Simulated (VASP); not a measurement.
# Pt (P6_3/mmc) in VASP: further runs

The runs below take Pt through single point, with PBEsol.

All numbers are computed with VASP 6.6.1; they aren't measurements. Logs are shortened: lines on timing, memory, paths and dates and some standing lists are left out, and cuts for length are marked.

## (1) The cell of the first run

It takes space group P6_3/mmc (No. 194, hexagonal). The conventional cell has a = 2.761 Å, b = 2.761 Å, c = 4.792 Å, α = 90.00°, β = 90.00°, γ = 120.00°. Pt (site symmetry -6m2) has 12 Pt at 2.76 to 2.88 Å within 3.6 Å.

## (2) Single point, PBEsol

Input file INCAR:

```
SYSTEM = Pt
PREC     = Accurate       ! precision mode
ENCUT    = 520            ! plane-wave cutoff, eV
EDIFF    = 1E-6           ! SCF threshold, eV
ISMEAR   = 1              ! smearing method
SIGMA    = 0.15           ! smearing width, eV
LREAL    = .False.        ! projectors in reciprocal space
LASPH    = .True.         ! aspherical terms in the spheres
NELM     = 60             ! most SCF steps
ALGO     = Normal         ! electronic algorithm
ISIF     = 2              ! what is computed and relaxed
LWAVE    = .False.        ! write WAVECAR
LCHARG   = .False.        ! write CHGCAR
GGA      = PS             ! functional
NBANDS   = 17             ! bands
```

Input file KPOINTS:

```
Automatic mesh
0
Gamma
  12 12 6
  0 0 0
```

Input file POSCAR:

```
Pt
1.0
    2.7606700000      0.0000000000      0.0000000000
   -1.3803300000      2.3908100000      0.0000000000
    0.0000000000      0.0000000000      4.7921300000
Pt
2
Direct
    0.6666666667      0.3333333333      0.7500000000
    0.3333333333      0.6666666667      0.2500000000
```

Potentials or basis: VASP PAW PBE potentials, release 64 (Pt).

Command:

```bash
$ cat potpaw_PBE.64/Pt/POTCAR > POTCAR
$ mpirun -np 1 vasp_std > vasp.out
```

OUTCAR:

```text
SYSTEM = Pt
   PREC = Accurate
   ENCUT = 520
   EDIFF = 1E-6
   ISMEAR = 1
   LREAL = .False.
   LASPH = .True.
   NELM = 60
   ISIF = 2
   GGA = PS

 ion  position               nearest neighbor table
   1  0.667  0.333  0.750-   2 2.88   2 2.88   2 2.88   2 2.88   2 2.88   2 2.88
   2  0.333  0.667  0.250-   1 2.88   1 2.88   1 2.88   1 2.88   1 2.88   1 2.88

  LATTYP: Found a hexagonal cell.
 ALAT       =     2.7606700000
 C/A-ratio  =     1.7358575998

  Lattice vectors:

 A1 = (   2.7606700000,   0.0000000000,   0.0000000000)
 A2 = (  -1.3803300000,   2.3908100000,   0.0000000000)
 A3 = (   0.0000000000,   0.0000000000,   4.7921300000)

Analysis of symmetry for initial positions (statically):
=====================================================================
 Subroutine PRICEL returns:
 Original cell was already a primitive cell.

 Routine SETGRP: Setting up the symmetry group for a
 hexagonal supercell.

 Subroutine GETGRP returns: Found 24 space group operations
 (whereof 12 operations were pure point group operations)
 out of a pool of 24 trial point group operations.

The static configuration has the point symmetry D_3d.
 The point group associated with its full space group is D_6h.

Analysis of symmetry for dynamics (positions and initial velocities):
=====================================================================
 Subroutine PRICEL returns:
 Original cell was already a primitive cell.

 Routine SETGRP: Setting up the symmetry group for a
 hexagonal supercell.

 Subroutine GETGRP returns: Found 24 space group operations
 (whereof 12 operations were pure point group operations)
 out of a pool of 24 trial point group operations.

The dynamic configuration has the point symmetry D_3d.
 The point group associated with its full space group is D_6h.

 Subroutine INISYM returns: Found 24 space group operations
 (whereof 12 operations are pure point group operations),
 and found     1 'primitive' translations

----------------------------------------------------------------------------------------

                                     Primitive cell

  volume of cell :      31.6292

  direct lattice vectors                    reciprocal lattice vectors
     2.760670000  0.000000000  0.000000000     0.362230908  0.209133385  0.000000000
    -1.380330000  2.390810000  0.000000000     0.000000000  0.418268286  0.000000000
     0.000000000  0.000000000  4.792130000     0.000000000  0.000000000  0.208675474

  length of vectors
[... 77 lines left out ...]
   LNONCOLLINEAR =      F non collinear calculations
   LSORBIT =      F    spin-orbit coupling
   LASPH  =      T    aspherical Exc in radial PAW
   ENCUT  =  520.0 eV  38.22 Ry    6.18 a.u.   5.13  5.13  8.91*2*pi/ulx,y,z
   NELM   =     60;   NELMIN=  2; NELMDL= -5     # of ELM steps
   EDIFF  = 0.1E-05   stopping-criterion for ELM
   LREAL  =      F    real-space projection
   EDIFFG = 0.1E-04   stopping-criterion for IOM
   NSW    =      0    number of steps for IOM
   IBRION =     -1    ionic relax: 0-MD 1-quasi-New 2-CG
   NFREE  =      0    steps in history (QN), initial steepest desc. (CG)
   ISIF   =      2    stress and relaxation
   ISYM   =      2    0-nonsym 1-usesym 2-fastsym
   POTIM  = 0.5000    time-step for ionic-motion
   TEBEG  =    0.0;   TEEND  =   0.0 temperature during run
   PSTRESS=    0.0 pullay stress
   NELECT =      20.0000    total number of electrons
   NUPDOWN=      -1.0000    fix difference up-down
   EMIN   =  10.00;   EMAX   =-10.00  energy-range for DOS
   EFERMI =   0.00;   METHOD = LEGACY
   ISMEAR =     1;   SIGMA  =   0.15  broadening in eV -4-tet -1-fermi 0-gaus
   EFERMI_NEDOS =   21; number of points for ismear=-14 and -15
   IALGO  =     38    algorithm
   IMIX   =      4    mixing-type and parameters
     AMIX     =   0.40;   BMIX     =  1.00
     AMIX_MAG =   1.60;   BMIX_MAG =  1.00
  volume/ion in A,a.u.               =      15.81       106.72
  Fermi-wavevector in a.u.,A,eV,Ry     =   1.405148  2.655345 26.863905  1.974441
  Thomas-Fermi vector in A             =   2.527638
   LORBIT       =      0    0 simple, 1 ext, 2 COOP (PROOUT), +10 PAW based schemes
   GGA     = PS    functional components
   LHFCALC =     F    Hartree Fock is set to
   AEXX    =    0.0000 exact exchange contribution
   IVDW    =     0    specifies the selected vdW correction
   LEPSILON=     F    determine dielectric tensor
   LRPA    =     F    only Hartree local field effects (RPA)
 non-spin polarized calculation
 Methfessel and Paxton  Order N= 1 SIGMA  =   0.15
  energy-cutoff  :      520.00
  volume of cell :       31.63
 maximum number of plane-waves:       864
 NGX is ok and might be reduce to    24
   NGX = 11   NGY = 11   NGZ = 17

 number of electron      20.0000017 magnetization

 Free energy of the ion-electron system (eV)
  ---------------------------------------------------
  ext. energy  EPLUGINS =         0.00000000
  ---------------------------------------------------
  free energy    TOTEN  =       -13.74249430 eV

  energy without entropy =      -13.73755563  energy(sigma->0) =      -13.74084808

 E-fermi :  10.1593     XC(G=0): -13.3435

 val. band max:       10.1521594151   @ k =   0.2500   0.2500   0.0000
 cond. band min:      10.1636031223   @ k =   0.2500  -0.0000   0.0000
 fundamental gap:      0.0114437072
 Fermi energy:        10.1593089682

 k-point     1 :       0.0000    0.0000    0.0000
  band No.  band energies     occupation
      1       0.4301      2.00000
      2       3.0953      2.00000
      3       6.2378      2.00000
      4       6.7572      2.00000
      5       6.7572      2.00000
      6       7.1218      2.00000
[... 457 lines left out ...]
      4       5.8875      2.00000
      5       6.9173      2.00000
      6       7.4753      2.00000
[... 9 lines left out ...]
     16      24.5795      0.00000
     17      25.9081      0.00000

 [... further k-points ...]
[... 5 lines left out ...]
  --------------------------------------------------------------------------------------
  -------------------------------------------------------------------------------------
  Total       -2.2560250     -2.2560243     -2.1640793     -0.0000047     -0.0000000      0.0000000
  in kB     -114.2789763   -114.2789427   -109.6214634     -0.0002390     -0.0000000      0.0000000
  external PRESSURE =    -112.7264608 kB  Pullay stress =       0.0000000 kB

 VOLUME and BASIS-vectors are now :
 -----------------------------------------------------------------------------
  energy-cutoff  :      520.00
  volume of cell :       31.63
      direct lattice vectors                 reciprocal lattice vectors
     2.760670000  0.000000000  0.000000000     0.362230908  0.209133385  0.000000000
    -1.380330000  2.390810000  0.000000000     0.000000000  0.418268286  0.000000000
     0.000000000  0.000000000  4.792130000     0.000000000  0.000000000  0.208675474

 POSITION                                       TOTAL-FORCE (eV/Angst)
 -----------------------------------------------------------------------------------
      1.38034      0.79694      3.59410         0.000000     -0.000000      0.000000
      0.00000      1.59387      1.19803        -0.000000      0.000000      0.000000
 -----------------------------------------------------------------------------------
    total drift:                                0.000000     -0.000000      0.000000

  FREE ENERGIE OF THE ION-ELECTRON SYSTEM (eV)
  ---------------------------------------------------
  free  energy   TOTEN  =       -13.7424942983 eV

  energy  without entropy=      -13.7375556292  energy(sigma->0) =      -13.74084808
```

stdout:

```text
POSCAR found type information on POSCAR Pt
 POSCAR found :  1 types and       2 ions
 scaLAPACK will be used
 -----------------------------------------------------------------------------
|                                                                             |
|                                                                             |
|     You enforced a specific xc type in the INCAR file but a different       |
|     I HOPE YOU KNOW WHAT YOU ARE DOING!                                     |
|                                                                             |
 -----------------------------------------------------------------------------

 LDA part: xc-table for (Slater+PW92), standard interpolation
 POSCAR, INCAR and KPOINTS ok, starting setup
 FFT: planning ... GRIDC
 FFT: planning ... GRID_SOFT
 FFT: planning ... GRID
 WAVECAR not read
 entering main loop
```

Run time: 17 s. Hardware: 1 thread of AMD EPYC 9R45 (Zen 5), shared host; peak memory 0.15 GiB.

Results:

```yaml
Free_energy: -13.7425 eV
Pressure: -11.3 GPa
Band_gap_on_the_k_mesh: zero (band 10 reaches 10.67 eV, above the bottom of band 11 at 9.40 eV)
```

Levels at points of the mesh, in eV from the Fermi level:
```
           k point  band 8  band 9  band 10  band 11  band 12  band 13
(0.00, 0.00, 0.00)   -1.77   -1.77    -0.76    -0.19    -0.19     4.65
(0.50, 0.00, 0.00)    0.03    0.31     0.51     2.25     3.72     7.22
(0.00, 0.00, 0.50)   -3.39   -0.76    -0.76    -0.76    -0.76    11.88
(0.50, 0.00, 0.50)   -0.85    0.43     0.43     1.68     1.68     6.43
```

Caveat: the PAW data sets were made with another functional, which shifts forces and pressure a little; spin-orbit coupling is left out, which moves the levels of the heavy elements.

## (3) Single point, PBEsol

This run uses another cell than the first one, of 16.29 Å³/atom, 1.030 times its volume.

Input file INCAR:

```
PREC = Accurate
ENCUT = 520
EDIFF = 1E-6
ISMEAR = 1
SIGMA = 0.15
LREAL = F
LASPH = T
NELM = 80
ALGO = Normal
ISIF = 2
LWAVE = F
LCHARG = T
GGA = PS
LELF = T
LVHAR = T
NBANDS = 17
```

Input file KPOINTS:

```
Automatic mesh
0
Gamma
  12 12 6
```

Input file POSCAR:

```
Pt
1.0
    2.7880051441      0.0000000000      0.0000000000
   -1.3939975225      2.4144829257      0.0000000000
    0.0000000000      0.0000000000      4.8395799176
Pt
2
Direct
    0.6666666667      0.3333333333      0.7500000000
    0.3333333333      0.6666666667      0.2500000000
```

Potentials or basis: VASP PAW PBE potentials, release 64 (Pt).

Command:

```bash
$ cat potpaw_PBE.64/Pt/POTCAR > POTCAR
$ mpirun -np 1 vasp_std > vasp.out
```

Wall time 18 s (1 thread of AMD EPYC 9R45 (Zen 5), shared host); peak memory 0.14 GiB.

It converged, with:

| Property | Result |
| --- | --- |
| Free energy | -13.6581 eV |
| Pressure | -17.3 GPa |
| Band gap on the k mesh | zero (band 10 reaches 10.11 eV, above the bottom of band 11 at 8.90 eV) |

Stress tensor (GPa, compression positive):
```
-17.70   0.00   0.00
  0.00 -17.70   0.00
  0.00   0.00 -16.43
```

Levels at points of the mesh, in eV from the Fermi level:
```tsv
k point	band 7	band 8	band 9	band 10	band 11	band 12	band 13	band 14
(0.00, 0.00, 0.00)	-2.90	-1.68	-1.68	-0.63	-0.18	-0.18	4.47	15.16
(0.50, 0.00, 0.00)	-2.45	0.03	0.29	0.48	2.20	3.62	7.08	8.66
(0.00, 0.00, 0.50)	-3.23	-3.23	-0.73	-0.73	-0.73	-0.73	11.67	11.67
(0.50, 0.00, 0.50)	-0.78	-0.78	0.40	0.40	1.69	1.69	6.21	6.21
```

Caveat: the PAW data sets were made with another functional, which shifts forces and pressure a little; spin-orbit coupling is left out, which moves the levels of the heavy elements.

(Part 1 of 2 ends here.)
